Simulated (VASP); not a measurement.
Here is a VASP 6.6.1 calculation.

The input INCAR:

```
SYSTEM = CdS
ALGO = Normal
EDIFF = 1E-7
EDIFFG = -0.005
ENCUT = 600
GGA = PE
IBRION = 2
ISIF = 3
ISMEAR = -1
LASPH = .True.
LCHARG = .False.
LREAL = .False.
LWAVE = .False.
NELM = 80
NSW = 80
PREC = Accurate
SIGMA = 0.02
```

The input KPOINTS:

```
k-points
0
Gamma
  8 8 8
  0 0 0
```

The input POSCAR:

```
CdS
1.0
    3.1444654950      0.0000000000      0.0000000000
    0.0000000000      3.1444654950      0.0000000000
    0.0000000000      0.0000000000      3.1444654950
Cd S
1 1
Direct
    0.0000000000      0.0000000000      0.0000000000
    0.5000000000      0.5000000000      0.5000000000
```

Potentials or basis: VASP PAW PBE potentials, release 64 (Cd, S).

The run is started by

```console
$ cat potpaw_PBE.64/Cd/POTCAR potpaw_PBE.64/S/POTCAR > POTCAR
$ mpirun -np 1 vasp_std > vasp.out
```

(1) Estimate the band gap on the k mesh.

(2) Estimate the space group after relaxing (to 0.05 Å).

Answers

(1) zero (band 9 reaches 3.79 eV, above the bottom of band 10 at 2.74 eV).

(2) Pm-3m (No. 221).
